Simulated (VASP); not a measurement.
# TiN (Fm-3m) in VASP: settings compared, part 2 of 2

VASP 6.6.1.

## (4) Relaxation of cell and atoms, r2SCAN+D4

Contents of POSCAR:

```
TiN
1.0
    0.0000000000      2.1190000000      2.1190000000
    2.1190000000      0.0000000000      2.1190000000
    2.1190000000      2.1190000000      0.0000000000
Ti N
1 1
Direct
    0.0000000000      0.0000000000      0.0000000000
    0.5000000000      0.5000000000      0.5000000000
```

Contents of INCAR.step1:

```
SYSTEM = TiN
ALGO = Normal
EDIFF = 1E-5
EDIFFG = -0.005
ENCUT = 660
GGA = PE
GGA_COMPAT = .False.
IBRION = 2
ISIF = 3
ISMEAR = 0
LASPH = .True.
LCHARG = .False.
LREAL = .False.
LWAVE = .True.
NELM = 120
NELMIN = 4
NSW = 100
PREC = Accurate
SIGMA = 0.1
```

Contents of INCAR.step2:

```
SYSTEM = TiN
ALGO = Normal
EDIFF = 1E-7
EDIFFG = -0.05
ENCUT = 660
GGA_COMPAT = .False.
IBRION = 2
ISIF = 3
ISMEAR = 0
ISTART = 1
IVDW = 13
LASPH = .True.
LCHARG = .False.
LMIXTAU = .True.
LREAL = .False.
LWAVE = .False.
METAGGA = R2SCAN
NELM = 120
NELMIN = 4
NSW = 80
PREC = Accurate
SIGMA = 0.1
VDW_A1 = 0.51559235
VDW_A2 = 5.77342911
VDW_S6 = 1.0
VDW_S8 = 0.6018749
```

Contents of KPOINTS:

```
k-points
0
Gamma
  11 11 11
  0 0 0
```

Potentials or basis: VASP PAW PBE potentials, release 64 (Ti_sv, N).

Run with:

```console
$ cat potpaw_PBE.64/Ti_sv/POTCAR potpaw_PBE.64/N/POTCAR > POTCAR
$ cp INCAR.step1 INCAR
$ mpirun -np 1 vasp_std > vasp.out
$ cp INCAR.step2 INCAR
$ mpirun -np 1 vasp_std > vasp.out
```

OUTCAR:

```text
SYSTEM = TiN
   EDIFF = 1E-7
   EDIFFG = -0.05
   ENCUT = 660
   IBRION = 2
   ISIF = 3
   ISMEAR = 0
   ISTART = 1
   IVDW = 13
   LASPH = .True.
   LREAL = .False.
   METAGGA = R2SCAN
   NELM = 120
   NELMIN = 4
   NSW = 80
   PREC = Accurate

 ion  position               nearest neighbor table
   1  0.000  0.000  0.000-   2 2.12   2 2.12   2 2.12   2 2.12   2 2.12   2 2.12
   2  0.500  0.500  0.500-   1 2.12   1 2.12   1 2.12   1 2.12   1 2.12   1 2.12

  LATTYP: Found a face centered cubic cell.
 ALAT       =     4.2380000000

  Lattice vectors:

 A1 = (   0.0000000000,   2.1190000000,   2.1190000000)
 A2 = (   2.1190000000,   0.0000000000,   2.1190000000)
 A3 = (   2.1190000000,   2.1190000000,   0.0000000000)

Analysis of symmetry for initial positions (statically):
=====================================================================
 Subroutine PRICEL returns:
 Original cell was already a primitive cell.

 Routine SETGRP: Setting up the symmetry group for a
 face centered cubic supercell.

 Subroutine GETGRP returns: Found 48 space group operations
 (whereof 48 operations were pure point group operations)
 out of a pool of 48 trial point group operations.

The static configuration has the point symmetry O_h .

Analysis of symmetry for dynamics (positions and initial velocities):
=====================================================================
 Subroutine PRICEL returns:
 Original cell was already a primitive cell.

 Routine SETGRP: Setting up the symmetry group for a
 face centered cubic supercell.

 Subroutine GETGRP returns: Found 48 space group operations
 (whereof 48 operations were pure point group operations)
 out of a pool of 48 trial point group operations.

The dynamic configuration has the point symmetry O_h .

 Subroutine INISYM returns: Found 48 space group operations
 (whereof 48 operations are pure point group operations),
 and found     1 'primitive' translations

----------------------------------------------------------------------------------------

                                     Primitive cell

  volume of cell :      19.0293

  direct lattice vectors                    reciprocal lattice vectors
     0.000000000  2.119000000  2.119000000    -0.235960359  0.235960359  0.235960359
     2.119000000  0.000000000  2.119000000     0.235960359 -0.235960359  0.235960359
     2.119000000  2.119000000  0.000000000     0.235960359  0.235960359 -0.235960359

  length of vectors
     2.996718539  2.996718539  2.996718539     0.408695330  0.408695330  0.408695330

  position of ions in fractional coordinates (direct lattice)
     0.000000000  0.000000000  0.000000000
     0.500000000  0.500000000  0.500000000

  ion indices of the primitive-cell ions
   primitive index   ion index
                 1           1
                 2           2

----------------------------------------------------------------------------------------

 KPOINTS: k-points

Automatic generation of k-mesh.
 Grid dimensions read from file:
 generate k-points for:   11   11   11

 Generating k-lattice:

  Cartesian coordinates                     Fractional coordinates (reciprocal lattice)
    -0.021450942  0.021450942  0.021450942     0.090909091  0.000000000  0.000000000
     0.021450942 -0.021450942  0.021450942     0.000000000  0.090909091  0.000000000
     0.021450942  0.021450942 -0.021450942     0.000000000  0.000000000  0.090909091

  Length of vectors
     0.037154121  0.037154121  0.037154121

  Shift w.r.t. Gamma in fractional coordinates (k-lattice)
     0.000000000  0.000000000  0.000000000

 Subroutine IBZKPT returns following result:
 ===========================================

 Found     56 irreducible k-points:

 Following reciprocal coordinates:
            Coordinates               Weight
  0.000000  0.000000  0.000000      1.000000
  0.090909  0.000000  0.000000      8.000000
  0.181818  0.000000  0.000000      8.000000
  0.272727  0.000000  0.000000      8.000000
  0.363636  0.000000  0.000000      8.000000
  0.454545  0.000000  0.000000      8.000000
[... 16 lines left out ...]
 -0.272727  0.181818  0.000000     24.000000
 -0.181818  0.181818  0.000000     12.000000
 [... further k-points ...]
   k-points           NKPTS =     56   k-points in BZ     NKDIM =     56   number of bands    NBANDS=     12
   number of dos      NEDOS =    301   number of ions     NIONS =      2
   total plane-waves  NPLWV =  21952
   dimension x,y,z NGX =    28 NGY =   28 NGZ =   28
   dimension x,y,z NGXF=    56 NGYF=   56 NGZF=   56
   ions per type =               1   1
   NGX,Y,Z   is equivalent  to a cutoff of  15.53, 15.53, 15.53 a.u.
   NGXF,Y,Z  is equivalent  to a cutoff of  31.07, 31.07, 31.07 a.u.
 SYSTEM =  TiN
   PREC   = accura    normal or accurate (medium, high low for compatibility)
   ISTART =      1    job   : 0-new  1-cont  2-samecut
   ICHARG =      0    charge: 1-file 2-atom 10-const
   ISPIN  =      1    spin polarized calculation?
   LNONCOLLINEAR =      F non collinear calculations
   LSORBIT =      F    spin-orbit coupling
   LASPH  =      T    aspherical Exc in radial PAW
   ENCUT  =  660.0 eV  48.51 Ry    6.96 a.u.   6.28  6.28  6.28*2*pi/ulx,y,z
   NELM   =    120;   NELMIN=  4; NELMDL=  0     # of ELM steps
   EDIFF  = 0.1E-06   stopping-criterion for ELM
   LREAL  =      F    real-space projection
   EDIFFG = -.5E-01   stopping-criterion for IOM
   NSW    =     80    number of steps for IOM
   IBRION =      2    ionic relax: 0-MD 1-quasi-New 2-CG
   NFREE  =      1    steps in history (QN), initial steepest desc. (CG)
   ISIF   =      3    stress and relaxation
   ISYM   =      2    0-nonsym 1-usesym 2-fastsym
   POTIM  = 0.5000    time-step for ionic-motion
   TEBEG  =    0.0;   TEEND  =   0.0 temperature during run
   PSTRESS=    0.0 pullay stress
   NELECT =      17.0000    total number of electrons
   NUPDOWN=      -1.0000    fix difference up-down
   EMIN   =  10.00;   EMAX   =-10.00  energy-range for DOS
   EFERMI =   0.00;   METHOD = LEGACY
   ISMEAR =     0;   SIGMA  =   0.10  broadening in eV -4-tet -1-fermi 0-gaus
   EFERMI_NEDOS =   21; number of points for ismear=-14 and -15
   IALGO  =     38    algorithm
   IMIX   =      4    mixing-type and parameters
     AMIX     =   0.40;   BMIX     =  1.00
     AMIX_MAG =   1.60;   BMIX_MAG =  1.00
  volume/ion in A,a.u.               =       9.51        64.21
  Fermi-wavevector in a.u.,A,eV,Ry     =   1.576704  2.979539 33.824024  2.485996
  Thomas-Fermi vector in A             =   2.677497
   LORBIT       =      0    0 simple, 1 ext, 2 COOP (PROOUT), +10 PAW based schemes
   METAGGA = R2SCAN    functional components
   LHFCALC =     F    Hartree Fock is set to
   AEXX    =    0.0000 exact exchange contribution
   IVDW    =    13    specifies the selected vdW correction
   LEPSILON=     F    determine dielectric tensor
   LRPA    =     F    only Hartree local field effects (RPA)
 conjugate gradient relaxation of ions
 non-spin polarized calculation
 Gauss-broadening in eV      SIGMA  =   0.10
  energy-cutoff  :      660.00
  volume of cell :       19.03
 maximum number of plane-waves:       751
 NGX is ok and might be reduce to    28
   NGX = 13   NGY = 13   NGZ = 13

--------------------------------------- Ionic step        1  -------------------------------------------

 number of electron      16.9999999 magnetization

 Free energy of the ion-electron system (eV)
  ---------------------------------------------------
  ext. energy  EPLUGINS =         0.00000000
  ---------------------------------------------------
  free energy    TOTEN  =       -26.00998863 eV

  energy without entropy =      -26.00340286  energy(sigma->0) =      -26.00669574

------------------------ aborting loop because EDIFF is reached ----------------------------------------

  DFT-D4 for vdW energy calculation

  Edisp (eV):   -0.24540
[... 71 lines left out ...]
--------------------------------------- Ionic step        3  -------------------------------------------

 number of electron      16.9999999 magnetization

 Free energy of the ion-electron system (eV)
  ---------------------------------------------------
  ext. energy  EPLUGINS =         0.00000000
  ---------------------------------------------------
  free energy    TOTEN  =       -26.00866718 eV

  energy without entropy =      -26.00211562  energy(sigma->0) =      -26.00539140

 E-fermi :  11.8013     XC(G=0): -13.9356

 val. band max:       11.7477877413   @ k =  -0.4545   0.3636   0.1818
 cond. band min:      11.8075416649   @ k =   0.4545   0.1818   0.0000
 fundamental gap:      0.0597539236
 Fermi energy:        11.8013398073

 k-point     1 :       0.0000    0.0000    0.0000
  band No.  band energies     occupation
      1     -48.5691      2.00000
      2     -23.5002      2.00000
      3     -23.5002      2.00000
      4     -23.5002      2.00000
      5      -6.5331      2.00000
      6       9.3903      2.00000
      7       9.3903      2.00000
      8       9.3903      2.00000
      9      11.1576      2.00000
     10      11.1576      2.00000
     11      11.1576      2.00000
     12      12.3763      0.00000
[... 331 lines left out ...]
 k-point    24 :      -0.1818    0.1818    0.0000
  band No.  band energies     occupation
      1     -48.5012      2.00000
      2     -23.8768      2.00000
      3     -23.6368      2.00000
      4     -23.5208      2.00000
      5      -5.1644      2.00000
      6       5.2562      2.00000
      7       6.5110      2.00000
      8       7.1155      2.00000
      9      12.0951      0.00003
     10      12.8557      0.00000
     11      13.2798      0.00000
     12      14.2889      0.00000

 [... further k-points ...]

------------------------ aborting loop because EDIFF is reached ----------------------------------------

  DFT-D4 for vdW energy calculation

  Edisp (eV):   -0.24759
[... 25 lines left out ...]
  FREE ENERGIE OF THE ION-ELECTRON SYSTEM (eV)
  ---------------------------------------------------
  free  energy   TOTEN  =       -26.2562542336 eV

  energy  without entropy=      -26.2497026778  energy(sigma->0) =      -26.25297846

 reached required accuracy - stopping structural energy minimisation
```

Run time: 5.8 min. Hardware: 1 thread of Intel Xeon Platinum 8488C (Sapphire Rapids), shared host; peak memory 0.18 GiB.

What came out:

| Property | Result |
| --- | --- |
| Free energy | -26.2563 eV |
| Relaxed volume | 9.45 Å³/atom |
| Relaxed cell | a = 2.990 Å, b = 2.990 Å, c = 2.990 Å, α = 60.00°, β = 60.00°, γ = 60.00° |
| Space group after relaxing (to 0.1 Å) | Fm-3m (No. 225) |
| Energy gained by relaxing | 0.4 meV/atom |
| Ionic steps | 3 |
| Pressure after relaxing | 0.0 GPa |
| Band gap on the k mesh | zero (an odd number of electrons rules out a gap without spin polarisation) |
| Dispersion energy per atom | -0.124 eV |

The path:
| step | energy change (eV) | largest force (eV/Å) | pressure (GPa) | volume (Å³) |
| --- | --- | --- | --- | --- |
| 1 | 0.0000 | 0.0000 | -2.06 | 19.03 |
| 2 | 0.0012 | 0.0000 | 3.26 | 18.69 |
| 3 | -0.0009 | 0.0000 | 0.02 | 18.90 |

Final structure:
```yaml
crystal:
  lattice:
    - [0.00000, 2.11404, 2.11404]
    - [2.11404, 0.00000, 2.11404]
    - [2.11404, 2.11404, 0.00000]
  atoms:
    - { symbol: Ti, position: [0.00000, 0.00000, 0.00000] }
    - { symbol: N, position: [0.50000, 0.50000, 0.50000] }
```

Caveat: the PAW data sets were made with another functional, which shifts forces and pressure a little.

## (5) Summary

```tsv
level	cutoff (eV)	gap on the mesh (eV)	pressure (GPa)	relaxed volume (Å³/atom)
PBE	600	none	0.0	9.59
revPBE+D3(BJ)	600	none	-0.1	9.18
r2SCAN+D4	660	none	0.0	9.45
```

Alike in all rows: task relaxation of cell and atoms; potentials or basis VASP PAW PBE potentials, release 64 (Ti_sv, N); no spin polarisation; cell relaxed; k mesh 11 × 11 × 11; smearing gaussian 0.1 eV.

Caveats: the PAW data sets were made with another functional, which shifts forces and pressure a little (at least some runs).

Absolute energies hang on the potentials; compare differences alone.

The gap in the log of VASP goes by the Fermi energy; the results here count the filled bands.